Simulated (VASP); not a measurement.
Write the native input for VASP 6.6.1 that does the following.

- Task: single point
- Functional: PBEsol
- Potentials or basis: VASP PAW PBE potentials, release 64 (K_sv, Cl)
- Cutoff: 520 eV
- k mesh: 6 × 6 × 6
- Occupations: gaussian, width 0.05 eV
- Spin: no spin polarisation
- Dipole correction: no
- Further INCAR settings: ALGO = Normal; EDIFF = 1e-06; NBANDS = 15

The structure of KCl lies in POSCAR:

```
KCl
1.0
    3.6472362000      0.0000000000      0.0000000000
    0.0000000000      3.6472362000      0.0000000000
    0.0000000000      0.0000000000      4.0311558000
K Cl
1 1
Direct
    0.0000000000      0.0000000000      0.0000000000
    0.5000000000      0.5000000000      0.5000000000
```

This cell differs from its parent crystal: strain -0.050 along x and y, +0.050 along z.

One way to write it, as run:

INCAR

```
SYSTEM = KCl
PREC = Accurate ; ENCUT = 520
EDIFF = 1E-6 ; ISMEAR = 0
SIGMA = 0.05 ; LREAL = .FALSE.
LASPH = .TRUE. ; NELM = 80
ALGO = Normal ; ISIF = 2
LWAVE = .FALSE. ; LCHARG = .FALSE.
GGA = PS ; NBANDS = 15
```

KPOINTS

```
regular mesh
0
G
  6 6 6
  0 0 0
```

Potentials or basis: VASP PAW PBE potentials, release 64 (K_sv, Cl).

Run with:

```sh
$ cat potpaw_PBE.64/K_sv/POTCAR potpaw_PBE.64/Cl/POTCAR > POTCAR
$ mpirun -np 1 vasp_std > vasp.out
```

Results of the run:

```yaml
Pressure: -0.5 GPa
Band_gap_on_the_k_mesh: 4.50 eV, indirect (least direct gap 4.71 eV)
```

Caveat: the cell differs from its parent crystal (strain -0.050 along x and y, +0.050 along z); the PAW data sets were made with another functional, which shifts forces and pressure a little.

It took 44 s on 1 thread of Intel Xeon 8259CL (shared host), peak memory 0.17 GiB.
